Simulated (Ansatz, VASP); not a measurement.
**One calculation of Si16C, two programs**

```
Si C
1.0
     0.00000    5.43000    5.43000
     5.43000    0.00000    5.43000
     5.43000    5.43000    0.00000
Si C
16 1
Direct
  0.98016 0.97980 0.97708
  0.06972 0.06945 0.15517
  0.00470 0.00446 0.50298
  0.13866 0.13830 0.61021
  0.04862 0.49923 0.98227
  0.14514 0.62123 0.13097
  0.00925 0.51091 0.50409
  0.14712 0.63645 0.61381
  0.49965 0.04828 0.98235
  0.62161 0.14481 0.13107
  0.51125 0.00888 0.50416
  0.63667 0.14687 0.61388
  0.51917 0.51884 0.99497
  0.65305 0.65275 0.10211
  0.52069 0.52043 0.47668
  0.63584 0.63549 0.62050
  0.23209 0.23171 0.97207
```

Alike in both runs: functional PBE; k mesh 2 × 2 × 2; occupations gaussian, width 0.02 eV; collinear spin.

Ansatz relaxed the structure, and its values are those at the end. VASP's run is a single point on that final structure, the one shown.

```csv
,VASP,Ansatz
version,VASP 6.6.1,Ansatz 0.2.0
potentials or method,"VASP PAW PBE potentials, release 64 (Si, C), cutoff 520 eV","scalar-relativistic, plane waves, PAW"
valence electrons in the cell,68,68
```

|  | VASP | Ansatz | Ansatz less VASP |
| --- | --- | --- | --- |
| rms of the force components (eV/Å) | 0.004 | 0.003 | -0.0007 |
| net moment per atom (μB) | 0.00 | 0.00 | 0.000 |

Ansatz's warnings: filled band counts differ across k points, seeded moment not kept.

The k mesh is coarse, so the values compare programs but aren't converged.
